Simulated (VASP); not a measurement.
# KI (Fm-3m) in VASP: further runs

The runs below take KI through single point, with PBEsol, PBE.

All numbers are computed with VASP 6.6.1; they aren't measurements. Logs are shortened: lines on timing, memory, paths and dates and some standing lists are left out, and cuts for length are marked.

## 1. The cell of the first run

It takes space group Fm-3m (No. 225, cubic). The conventional cell has a = 7.297 Å, b = 7.297 Å, c = 7.297 Å, α = 90.00°, β = 90.00°, γ = 90.00°. K (site symmetry m-3m) has 6 I at 3.65 Å within 4.8 Å. Within 4.8 Å of I (site symmetry m-3m) lie 6 K at 3.65 Å.

## 2. Single point, PBEsol (functional PBEsol, strained)

File INCAR:

```
SYSTEM = KI
PREC = Accurate
ENCUT = 520
EDIFF = 1E-7
ISMEAR = 0
SIGMA = 0.02
LREAL = .FALSE.
LASPH = .TRUE.
NELM = 80
ALGO = Normal
ISIF = 2
LWAVE = .FALSE.
LCHARG = .TRUE.
GGA = PS
LELF = .TRUE.
LVHAR = .TRUE.
NBANDS = 15
```

File KPOINTS:

```
Automatic mesh
0
G
  6 6 6
  0 0 0
```

File POSCAR:

```
KI
1.0
    0.0000000000      3.6486494055      3.6486494055
    3.6486494055      0.0000000000      3.6486494055
    3.6486494055      3.6486494055      0.0000000000
K I
1 1
Direct
    0.0000000000      0.0000000000      0.0000000000
    0.5000000000      0.5000000000      0.5000000000
```

Potentials or basis: VASP PAW PBE potentials, release 64 (K_sv, I).

The run is started by

```sh
$ cat potpaw_PBE.64/K_sv/POTCAR potpaw_PBE.64/I/POTCAR > POTCAR
$ mpirun -np 1 vasp_std > vasp.out
```

OUTCAR:

```text
SYSTEM = KI
   PREC = Accurate
   ENCUT = 520
   EDIFF = 1E-7
   ISMEAR = 0
   LREAL = .FALSE.
   LASPH = .TRUE.
   NELM = 80
   ISIF = 2
   GGA = PS

 ion  position               nearest neighbor table
   1  0.000  0.000  0.000-   2 3.65   2 3.65   2 3.65   2 3.65   2 3.65   2 3.65
   2  0.500  0.500  0.500-   1 3.65   1 3.65   1 3.65   1 3.65   1 3.65   1 3.65

  LATTYP: Found a face centered cubic cell.
 ALAT       =     7.2972988110

  Lattice vectors:

 A1 = (   0.0000000000,   3.6486494055,   3.6486494055)
 A2 = (   3.6486494055,   0.0000000000,   3.6486494055)
 A3 = (   3.6486494055,   3.6486494055,   0.0000000000)

Analysis of symmetry for initial positions (statically):
=====================================================================
 Subroutine PRICEL returns:
 Original cell was already a primitive cell.

 Routine SETGRP: Setting up the symmetry group for a
 face centered cubic supercell.

 Subroutine GETGRP returns: Found 48 space group operations
 (whereof 48 operations were pure point group operations)
 out of a pool of 48 trial point group operations.

The static configuration has the point symmetry O_h .

Analysis of symmetry for dynamics (positions and initial velocities):
=====================================================================
 Subroutine PRICEL returns:
 Original cell was already a primitive cell.

 Routine SETGRP: Setting up the symmetry group for a
 face centered cubic supercell.

 Subroutine GETGRP returns: Found 48 space group operations
 (whereof 48 operations were pure point group operations)
 out of a pool of 48 trial point group operations.

The dynamic configuration has the point symmetry O_h .

 Subroutine INISYM returns: Found 48 space group operations
 (whereof 48 operations are pure point group operations),
 and found     1 'primitive' translations

----------------------------------------------------------------------------------------

                                     Primitive cell

  volume of cell :      97.1463

  direct lattice vectors                    reciprocal lattice vectors
     0.000000000  3.648649406  3.648649406    -0.137037009  0.137037009  0.137037009
     3.648649406  0.000000000  3.648649406     0.137037009 -0.137037009  0.137037009
     3.648649406  3.648649406  0.000000000     0.137037009  0.137037009 -0.137037009

  length of vectors
     5.159969474  5.159969474  5.159969474     0.237355061  0.237355061  0.237355061

  position of ions in fractional coordinates (direct lattice)
     0.000000000  0.000000000  0.000000000
     0.500000000  0.500000000  0.500000000

  ion indices of the primitive-cell ions
   primitive index   ion index
                 1           1
                 2           2

----------------------------------------------------------------------------------------

 KPOINTS: Automatic mesh

Automatic generation of k-mesh.
 Grid dimensions read from file:
 generate k-points for:    6    6    6

 Generating k-lattice:

  Cartesian coordinates                     Fractional coordinates (reciprocal lattice)
    -0.022839501  0.022839501  0.022839501     0.166666667  0.000000000  0.000000000
     0.022839501 -0.022839501  0.022839501     0.000000000  0.166666667  0.000000000
     0.022839501  0.022839501 -0.022839501     0.000000000  0.000000000  0.166666667

  Length of vectors
     0.039559177  0.039559177  0.039559177

  Shift w.r.t. Gamma in fractional coordinates (k-lattice)
     0.000000000  0.000000000  0.000000000

 Subroutine IBZKPT returns following result:
 ===========================================

 Found     16 irreducible k-points:

 Following reciprocal coordinates:
            Coordinates               Weight
  0.000000  0.000000  0.000000      1.000000
  0.166667  0.000000  0.000000      8.000000
  0.333333  0.000000  0.000000      8.000000
  0.500000  0.000000  0.000000      4.000000
  0.166667  0.166667  0.000000      6.000000
  0.333333  0.166667  0.000000     24.000000
[... 8 lines left out ...]
 -0.333333  0.333333  0.166667     24.000000
 -0.333333  0.500000  0.166667     12.000000
   k-points           NKPTS =     16   k-points in BZ     NKDIM =     16   number of bands    NBANDS=     15
   number of dos      NEDOS =    301   number of ions     NIONS =      2
   total plane-waves  NPLWV =  64000
   dimension x,y,z NGX =    40 NGY =   40 NGZ =   40
   dimension x,y,z NGXF=    80 NGYF=   80 NGZF=   80
   ions per type =               1   1
   NGX,Y,Z   is equivalent  to a cutoff of  12.89, 12.89, 12.89 a.u.
   NGXF,Y,Z  is equivalent  to a cutoff of  25.77, 25.77, 25.77 a.u.
 SYSTEM =  KI
   PREC   = accura    normal or accurate (medium, high low for compatibility)
   ISTART =      0    job   : 0-new  1-cont  2-samecut
   ICHARG =      2    charge: 1-file 2-atom 10-const
   ISPIN  =      1    spin polarized calculation?
   LNONCOLLINEAR =      F non collinear calculations
   LSORBIT =      F    spin-orbit coupling
   LASPH  =      T    aspherical Exc in radial PAW
   ENCUT  =  520.0 eV  38.22 Ry    6.18 a.u.   9.59  9.59  9.59*2*pi/ulx,y,z
   NELM   =     80;   NELMIN=  2; NELMDL= -5     # of ELM steps
   EDIFF  = 0.1E-06   stopping-criterion for ELM
   LREAL  =      F    real-space projection
   EDIFFG = 0.1E-05   stopping-criterion for IOM
   NSW    =      0    number of steps for IOM
   IBRION =     -1    ionic relax: 0-MD 1-quasi-New 2-CG
   NFREE  =      0    steps in history (QN), initial steepest desc. (CG)
   ISIF   =      2    stress and relaxation
   ISYM   =      2    0-nonsym 1-usesym 2-fastsym
   POTIM  = 0.5000    time-step for ionic-motion
   TEBEG  =    0.0;   TEEND  =   0.0 temperature during run
   PSTRESS=    0.0 pullay stress
   NELECT =      16.0000    total number of electrons
   NUPDOWN=      -1.0000    fix difference up-down
   EMIN   =  10.00;   EMAX   =-10.00  energy-range for DOS
   EFERMI =   0.00;   METHOD = LEGACY
   ISMEAR =     0;   SIGMA  =   0.02  broadening in eV -4-tet -1-fermi 0-gaus
   EFERMI_NEDOS =   21; number of points for ismear=-14 and -15
   IALGO  =     38    algorithm
   IMIX   =      4    mixing-type and parameters
     AMIX     =   0.40;   BMIX     =  1.00
     AMIX_MAG =   1.60;   BMIX_MAG =  1.00
  volume/ion in A,a.u.               =      48.57       327.79
  Fermi-wavevector in a.u.,A,eV,Ry     =   0.897372  1.695788 10.956461  0.805277
  Thomas-Fermi vector in A             =   2.019948
   LORBIT       =      0    0 simple, 1 ext, 2 COOP (PROOUT), +10 PAW based schemes
   GGA     = PS    functional components
   LHFCALC =     F    Hartree Fock is set to
   AEXX    =    0.0000 exact exchange contribution
   IVDW    =     0    specifies the selected vdW correction
   LEPSILON=     F    determine dielectric tensor
   LRPA    =     F    only Hartree local field effects (RPA)
 non-spin polarized calculation
 Gauss-broadening in eV      SIGMA  =   0.02
  energy-cutoff  :      520.00
  volume of cell :       97.15
 maximum number of plane-waves:      2685
 NGX is ok and might be reduce to    40
   NGX = 19   NGY = 19   NGZ = 19

 number of electron      16.0000001 magnetization

 Free energy of the ion-electron system (eV)
  ---------------------------------------------------
  ext. energy  EPLUGINS =         0.00000000
  ---------------------------------------------------
  free energy    TOTEN  =        -5.77561958 eV

  energy without entropy =       -5.77561958  energy(sigma->0) =       -5.77561958

 E-fermi :  -0.8708     XC(G=0):  -6.9539

 val. band max:       -0.9701301469   @ k =   0.0000   0.0000   0.0000
 cond. band min:       2.6556500645   @ k =   0.0000   0.0000   0.0000
 fundamental gap:      3.6257802114
 Fermi energy:        -0.8708336000

 k-point     1 :       0.0000    0.0000    0.0000
  band No.  band energies     occupation
      1     -29.4820      2.00000
      2     -13.0217      2.00000
      3     -13.0217      2.00000
      4     -13.0217      2.00000
      5     -11.3745      2.00000
      6      -0.9701      2.00000
      7      -0.9701      2.00000
      8      -0.9701      2.00000
      9       2.6557      0.00000
     10       5.4923      0.00000
     11       5.4923      0.00000
     12       5.4923      0.00000
     13       6.1665      0.00000
     14       6.1665      0.00000
     15       8.5252      0.00000

 k-point     2 :       0.1667    0.0000    0.0000
  band No.  band energies     occupation
      1     -29.4817      2.00000
      2     -13.0455      2.00000
      3     -13.0221      2.00000
      4     -13.0221      2.00000
      5     -11.3277      2.00000
      6      -1.3301      2.00000
      7      -1.0416      2.00000
      8      -1.0416      2.00000
      9       3.2339      0.00000
     10       5.3693      0.00000
     11       5.7582      0.00000
     12       5.7582      0.00000
     13       6.4329      0.00000
     14       6.4329      0.00000
     15       9.3455      0.00000

 k-point     3 :       0.3333    0.0000    0.0000
  band No.  band energies     occupation
      1     -29.4811      2.00000
      2     -13.0899      2.00000
      3     -13.0231      2.00000
      4     -13.0231      2.00000
      5     -11.2359      2.00000
      6      -1.8800      2.00000
      7      -1.1758      2.00000
      8      -1.1758      2.00000
      9       4.0837      0.00000
     10       5.7237      0.00000
     11       6.3850      0.00000
     12       6.3850      0.00000
     13       7.1563      0.00000
     14       7.1563      0.00000
     15       8.2667      0.00000

 k-point     4 :       0.5000    0.0000    0.0000
  band No.  band energies     occupation
      1     -29.4808      2.00000
      2     -13.1108      2.00000
      3     -13.0236      2.00000
      4     -13.0236      2.00000
      5     -11.1909      2.00000
      6      -2.1076      2.00000
      7      -1.2389      2.00000
      8      -1.2389      2.00000
      9       4.3210      0.00000
     10       6.3322      0.00000
     11       6.9032      0.00000
     12       6.9032      0.00000
     13       7.5255      0.00000
     14       7.5255      0.00000
     15       7.7849      0.00000
[... 163 lines left out ...]
 k-point    14 :       0.5000    0.3333    0.1667
  band No.  band energies     occupation
      1     -29.4807      2.00000
      2     -13.0736      2.00000
      3     -13.0350      2.00000
      4     -13.0280      2.00000
      5     -11.2349      2.00000
      6      -1.8238      2.00000
      7      -1.3738      2.00000
      8      -1.2818      2.00000
      9       4.8494      0.00000
     10       4.8916      0.00000
     11       6.0135      0.00000
     12       7.1765      0.00000
     13       7.3342      0.00000
     14       7.5133      0.00000
     15       8.5975      0.00000

 k-point    15 :      -0.3333    0.3333    0.1667
  band No.  band energies     occupation
      1     -29.4805      2.00000
      2     -13.0733      2.00000
      3     -13.0381      2.00000
      4     -13.0316      2.00000
      5     -11.2218      2.00000
      6      -1.8040      2.00000
      7      -1.5191      2.00000
      8      -1.3410      2.00000
      9       5.0904      0.00000
     10       5.4710      0.00000
     11       5.6869      0.00000
     12       6.9300      0.00000
     13       7.4897      0.00000
     14       7.9858      0.00000
     15       8.5356      0.00000

 k-point    16 :      -0.3333    0.5000    0.1667
  band No.  band energies     occupation
      1     -29.4804      2.00000
      2     -13.0475      2.00000
      3     -13.0474      2.00000
      4     -13.0384      2.00000
      5     -11.2410      2.00000
      6      -1.7297      2.00000
      7      -1.4576      2.00000
      8      -1.4300      2.00000
      9       4.6481      0.00000
     10       5.0906      0.00000
     11       6.1555      0.00000
     12       6.9409      0.00000
     13       7.3659      0.00000
     14       8.4295      0.00000
     15       8.6744      0.00000

------------------------ aborting loop because EDIFF is reached ----------------------------------------

  FORCE on cell =-STRESS in cart. coord.  units (eV):
  Direction    XX          YY          ZZ          XY          YZ          ZX
  --------------------------------------------------------------------------------------
  -------------------------------------------------------------------------------------
  Total       -0.6527776     -0.6527776     -0.6527776      0.0000000      0.0000000     -0.0000000
  in kB      -10.7658781    -10.7658781    -10.7658781      0.0000000      0.0000000     -0.0000000
  external PRESSURE =     -10.7658781 kB  Pullay stress =       0.0000000 kB

 VOLUME and BASIS-vectors are now :
 -----------------------------------------------------------------------------
  energy-cutoff  :      520.00
  volume of cell :       97.15
      direct lattice vectors                 reciprocal lattice vectors
     0.000000000  3.648649406  3.648649406    -0.137037009  0.137037009  0.137037009
     3.648649406  0.000000000  3.648649406     0.137037009 -0.137037009  0.137037009
     3.648649406  3.648649406  0.000000000     0.137037009  0.137037009 -0.137037009

 POSITION                                       TOTAL-FORCE (eV/Angst)
 -----------------------------------------------------------------------------------
      0.00000      0.00000      0.00000         0.000000      0.000000      0.000000
      3.64865      3.64865      3.64865         0.000000      0.000000      0.000000
 -----------------------------------------------------------------------------------
    total drift:                                0.000000     -0.000000     -0.000000

  FREE ENERGIE OF THE ION-ELECTRON SYSTEM (eV)
  ---------------------------------------------------
  free  energy   TOTEN  =        -5.7756195836 eV

  energy  without entropy=       -5.7756195836  energy(sigma->0) =       -5.77561958
```

Wall time 51 s (1 thread of Intel Xeon 8259CL, shared host); peak memory 0.24 GiB.

What came out:

* Free energy: -5.7756 eV
* Pressure: -1.1 GPa
* Band gap on the k mesh: 3.63 eV, direct

Caveat: the cell differs from its parent crystal (functional PBEsol, strained); the PAW data sets were made with another functional, which shifts forces and pressure a little; spin-orbit coupling is left out, which moves the levels of the heavy elements.

## 3. Single point, PBEsol (functional PBEsol, strained)

File INCAR:

```
  PREC = Accurate
  ENCUT = 520
  EDIFF = 1E-6
  ISMEAR = 0
  SIGMA = 0.02
  LREAL = F
  LASPH = T
  NELM = 80
  ALGO = Normal
  ISIF = 2
  LWAVE = F
  LCHARG = T
  GGA = PS
  LELF = T
  LVHAR = T
  NBANDS = 15
```

File KPOINTS:

```
Automatic mesh
0
Gamma
  6 6 6
```

File POSCAR:

```
KI
1.0
    0.0000000000      3.6339520320      3.6339520320
    3.6339520320      0.0000000000      3.6339520320
    3.6339520320      3.6339520320      0.0000000000
K I
1 1
Direct
    0.0000000000      0.0000000000      0.0000000000
    0.5000000000      0.5000000000      0.5000000000
```

Potentials or basis: VASP PAW PBE potentials, release 64 (K_sv, I).

The run is started by

```sh
$ cat potpaw_PBE.64/K_sv/POTCAR potpaw_PBE.64/I/POTCAR > POTCAR
$ mpirun -np 1 vasp_std > vasp.out
```

Wall time 45 s (1 thread of Intel Xeon 8259CL, shared host); peak memory 0.24 GiB.

The run converged. Its results:

* Free energy: -5.7831 eV
* Pressure: -1.0 GPa
* Band gap on the k mesh: 3.65 eV, direct

Levels at points of the mesh, in eV from the valence-band top:
```csv
k point,band 5,band 6,band 7,band 8,band 9,band 10,band 11,band 12
"(0.00, 0.00, 0.00)",-10.42,0.00,0.00,0.00,3.65,6.46,6.46,6.46
"(0.50, 0.00, 0.00)",-10.22,-1.16,-0.28,-0.28,5.30,7.34,7.90,7.90
"(0.50, 0.50, 0.00)",-10.31,-0.89,-0.33,-0.33,4.96,5.49,7.98,8.25
```

Caveat: the cell differs from its parent crystal (functional PBEsol, strained); the PAW data sets were made with another functional, which shifts forces and pressure a little; spin-orbit coupling is left out, which moves the levels of the heavy elements.

(Part 1 of 2 ends here.)
